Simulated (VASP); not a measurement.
Crystal: BaTiO3.

```
Ba Ti O
1.0
     4.05243    0.00000    0.00000
     0.00000    4.05243    0.00000
     0.00000    0.00000    4.07087
Ba Ti O
1 1 3
Direct
  0.00000 0.00000 0.00000
  0.50000 0.50000 0.49000
  0.00000 0.50000 0.51700
  0.50000 0.00000 0.51700
  0.50000 0.50000 0.01900
```

Base run:

* Program: VASP 6.6.1
* Functional: revPBE
* Potentials or basis: VASP PAW PBE potentials, release 64 (Ba_sv, Ti_sv, O_h)
* Cutoff: 910 eV
* k mesh: 7 × 7 × 7
* Occupations: fermi-dirac, width 0.05 eV
* Spin: no spin polarisation

Its results: band gap on the k mesh 1.81 eV (least direct gap 2.04 eV); pressure 0.4 GPa; largest force 0.516 eV/Å.

Q: The run is repeated on the same cell with these changes: functional from revPBE to PBE. What comes out?

A: Band gap on the k mesh 1.79 eV (least direct gap 2.01 eV); pressure -2.6 GPa; largest force 0.518 eV/Å.

PBE binds more tightly than revPBE, so the same cell stands under less pressure.

Caveats: the cutoff is under 1.25 times the usual one of these potentials, so pressure, stress and relaxed cells hold a basis-set (Pulay) error; spin-orbit coupling is left out, which moves the levels of the heavy elements; an odd mesh through Γ misses points on the zone boundary, where band edges can lie; the PAW data sets were made with another functional, which shifts forces and pressure a little (at least some runs).
